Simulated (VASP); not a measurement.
Write the native input for VASP 6.6.1 that does the following.

```yaml
Task: single point
Functional: r2SCAN
Potentials_or_basis: VASP PAW PBE potentials, release 64 (Si, O)
Cutoff: 520 eV
k_mesh: 6 × 6 × 4
Occupations: fermi-dirac, width 0.02 eV
Spin: no spin polarisation
Dipole_correction: no
Further_INCAR_settings: ALGO = Normal; EDIFF = 1e-06; NBANDS = 44
```

Crystal: SiO2.

```
CELL_PARAMETERS angstrom
4.94968 0.00000 0.00000
0.00000 4.94968 0.00000
0.00000 0.00000 6.87597
ATOMIC_POSITIONS crystal
Si 0.80542 0.80542 0.50000
Si 0.69458 0.30542 0.25000
Si 0.19458 0.19458 0.00000
Si 0.30542 0.69458 0.75000
O 0.26307 0.38485 0.81593
O 0.11515 0.76307 0.56593
O 0.73693 0.61515 0.31593
O 0.88485 0.23693 0.06593
O 0.76307 0.11515 0.43407
O 0.61515 0.73693 0.68407
O 0.23693 0.88485 0.93407
O 0.38485 0.26307 0.18407
```

One way to write it, as run:

POSCAR

```
SiO2
1.0
    4.9496764100      0.0000000000      0.0000000000
    0.0000000000      4.9496764100      0.0000000000
    0.0000000000      0.0000000000      6.8759730900
Si O
4 8
Direct
    0.8054248765      0.8054248765      0.5000000000
    0.6945751235      0.3054248765      0.2500000000
    0.1945751235      0.1945751235      0.0000000000
    0.3054248765      0.6945751235      0.7500000000
    0.2630664319      0.3848536872      0.8159347330
    0.1151463128      0.7630664319      0.5659347330
    0.7369335681      0.6151463128      0.3159347330
    0.8848536872      0.2369335681      0.0659347330
    0.7630664319      0.1151463128      0.4340652670
    0.6151463128      0.7369335681      0.6840652670
    0.2369335681      0.8848536872      0.9340652670
    0.3848536872      0.2630664319      0.1840652670
```

INCAR.step1

```
SYSTEM = SiO2
  PREC = Accurate
  ENCUT = 520
  ISMEAR = -1
  SIGMA = 0.02
  LREAL = .False.
  LASPH = .True.
  NELM = 80
  NBANDS = 44
  GGA = PE
  ALGO = Normal
  EDIFF = 1E-4
  LWAVE = .True.
  LCHARG = .False.
```

INCAR.step2

```
SYSTEM = SiO2
  PREC = Accurate
  ENCUT = 520
  EDIFF = 1E-6
  ISMEAR = -1
  SIGMA = 0.02
  LREAL = .False.
  LASPH = .True.
  NELM = 80
  ALGO = Normal
  ISIF = 2
  LWAVE = .False.
  LCHARG = .False.
  METAGGA = R2SCAN
  LMIXTAU = .True.
  NBANDS = 44
  ISTART = 1
```

KPOINTS

```
Automatic mesh
0
Gamma
  6 6 4
  0 0 0
```

Potentials or basis: VASP PAW PBE potentials, release 64 (Si, O).

The run is started by

```bash
$ cat potpaw_PBE.64/Si/POTCAR potpaw_PBE.64/O/POTCAR > POTCAR
$ cp INCAR.step1 INCAR
$ mpirun -np 1 vasp_std > vasp.out
$ cp INCAR.step2 INCAR
$ mpirun -np 1 vasp_std > vasp.out
```

It gave:

```
Pressure               : 0.5 GPa
Largest force          : 0.023 eV/Å
Band gap on the k mesh : 6.39 eV
```

Caveat: the PAW data sets were made with another functional, which shifts forces and pressure a little.

Run time: 15 min on 1 thread of Intel Xeon 8259CL (shared host), peak memory 0.4 GiB.
